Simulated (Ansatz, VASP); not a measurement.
# Two plane-wave programs on TePt

POSCAR

```
TePt
1.0
    4.1109998117      0.0000000000      0.0000000000
   -2.0554999058      3.5602302719      0.0000000000
    0.0000000000      0.0000000000      5.4460000000
Te Pt
2 2
Direct
    0.3333333333      0.6666666667      0.2500000000
    0.6666666667      0.3333333333      0.7500000000
    0.0000000000      0.0000000000     -0.0918105031
    0.0000000000      0.0000000000      0.4081894969
```

The input INCAR.step1:

```
ALGO     = Normal         # electronic algorithm
EDIFF    = 1E-4           # SCF threshold, eV
ENCUT    = 520            # plane-wave cutoff, eV
GGA      = PE             # functional
ISMEAR   = 0              # smearing method
LASPH    = True           # aspherical terms in the spheres
LCHARG   = False          # write CHGCAR
LREAL    = False          # projectors in reciprocal space
LWAVE    = True           # write WAVECAR
NBANDS   = 24             # bands
NELM     = 100            # most SCF steps
PREC     = Accurate       # precision mode
SIGMA    = 0.15           # smearing width, eV
```

The input INCAR.step2:

```
ALGO     = Normal         # electronic algorithm
EDIFF    = 1E-6           # SCF threshold, eV
ENCUT    = 520            # plane-wave cutoff, eV
ISIF     = 2              # what is computed and relaxed
ISMEAR   = 0              # smearing method
ISTART   = 1            
LASPH    = True           # aspherical terms in the spheres
LCHARG   = False          # write CHGCAR
LMIXTAU  = True         
LREAL    = False          # projectors in reciprocal space
LWAVE    = False          # write WAVECAR
METAGGA  = R2SCAN         # meta-GGA
NBANDS   = 24             # bands
NELM     = 100            # most SCF steps
PREC     = Accurate       # precision mode
SIGMA    = 0.15           # smearing width, eV
```

The input KPOINTS:

```
k-points
0
Gamma
  12 12 10
```

Input for Ansatz:

```yaml
crystal:
  lattice:
    - [4.1109998117, 0.0, 0.0]
    - [-2.0554999058, 3.5602302719, 0.0]
    - [0.0, 0.0, 5.446]
  atoms:
    - { symbol: Te, position: [0.3333333333, 0.6666666667, 0.25] }
    - { symbol: Te, position: [0.6666666667, 0.3333333333, 0.75] }
    - { symbol: Pt, position: [0.0, 0.0, -0.0918105031] }
    - { symbol: Pt, position: [0.0, 0.0, 0.4081894969] }
basis:
  ecutwfc: 500
kpoints:
  mp_grid: { grid: [12, 12, 10] }
hamiltonian:
  xc: r2scan
scf:
  occupations: { method: gaussian, width: 0.15 }
output:
  forces: true
  stress: true
  eigenvalues: true
```

Change from the starting cell: all Pt atoms moved -0.500 Å, as atom 3 along Cartesian [0 0 1].

Alike in both runs: task single point; functional r2SCAN; k mesh 12 × 12 × 10; occupations gaussian, width 0.15 eV; no spin polarisation.

|  | VASP | Ansatz |
| --- | --- | --- |
| version | VASP 6.6.1 | Ansatz 0.2.0 |
| potentials or method | VASP PAW PBE potentials, release 64 (Te, Pt), cutoff 520 eV | scalar-relativistic, plane waves, PAW |
| valence electrons in the cell | 32 | 68 |

|  | VASP | Ansatz | Ansatz less VASP |
| --- | --- | --- | --- |
| gap on the k mesh at the Fermi level (eV) | none | none | - |
| pressure (GPa) | 22.6 | 22.7 | +0.05 |
| traceless stress, the component that is largest in VASP (GPa) | -6.32 | -6.52 | -0.200 |
| rms of the force components (eV/Å) | 0.866 | 0.876 | +0.0096 |

VASP's potentials were made for PBE, not for r2SCAN. Atom by atom the forces differ by 0.010 eV/Å (rms over components). A gap of «none» marks a metal or a gap that the smearing closes. With one functional, cell and mesh, what is left measures potentials, basis and numerics. VASP's potentials hold 32 valence electrons a cell and Ansatz's 68, so a difference there can come from the potentials and not from the codes.

Spin-orbit coupling is off throughout.
